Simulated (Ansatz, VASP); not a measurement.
## Two plane-wave programs on InSb

```
In Sb
1.0
     4.23411    0.00000    0.00000
    -2.11705    3.66684    0.00000
     0.00000    0.00000    3.82892
In Sb
1 1
Direct
  0.66667 0.33333 0.50000
  0.00000 0.00000 0.00000
```

Change from the starting cell: species swapped into the WC type (P-6m2, No. 187).

Alike in both runs: functional PBE; k mesh 6 × 6 × 6; occupations gaussian, width 0.1 eV; no spin polarisation.

Ansatz relaxed the structure, and its values are those at the end. VASP's run is a single point on that final structure, the one shown.

|  | VASP | Ansatz |
| --- | --- | --- |
| version | VASP 6.6.1 | Ansatz 0.2.0 |
| potentials or method | VASP PAW PBE potentials, release 64 (In_d, Sb), cutoff 520 eV | scalar-relativistic, plane waves, PAW |
| valence electrons in the cell | 18 | 28 |

Ansatz gave:

- gap on the k mesh at the Fermi level (eV): none
- pressure (GPa): 0.2

Estimate VASP's values.

gap on the k mesh at the Fermi level (eV): none; pressure (GPa): 0.1.

A gap of «none» marks a metal or a gap that the smearing closes. VASP's potentials hold 18 valence electrons a cell and Ansatz's 28, so a difference there can come from the potentials and not from the codes.

Spin-orbit coupling is off throughout.
